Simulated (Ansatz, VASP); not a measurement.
## NaCl in VASP and in Ansatz

```
CELL_PARAMETERS angstrom
2.88832 0.00000 0.00000
0.00000 2.88832 0.00000
0.00000 0.00000 2.88832
ATOMIC_POSITIONS crystal
Na 0.00000 0.00000 0.00000
Cl 0.50000 0.50000 0.50000
```

Change from the starting cell: volume scaled by 1.03, PAW files.

Alike in both runs: task electric field gradients; functional PBE; k mesh 8 × 8 × 8; occupations fermi-dirac, width 0.02 eV; no spin polarisation.

|  | VASP | Ansatz |
| --- | --- | --- |
| version | VASP 6.6.1 | Ansatz 0.2.0 |
| potentials or method | VASP PAW PBE potentials, release 64 (Na_pv, Cl) | PAW with Ansatz's default frozen-core files, scalar-relativistic |
| plane-wave cutoff (eV) | 400 | 420 |
| valence electrons in the cell | 14 | 16 |

```tsv
	VASP	Ansatz	Ansatz less VASP
gap on the k mesh at the Fermi level (eV)	4.53	4.49	-0.043
pressure (GPa)	57.6	57.7	+0.08
```

Both programs put the cell under a high pressure, so it lies far from rest at this level. VASP's potentials hold 14 valence electrons a cell and Ansatz's 16, so a difference there can come from the potentials and not from the codes.
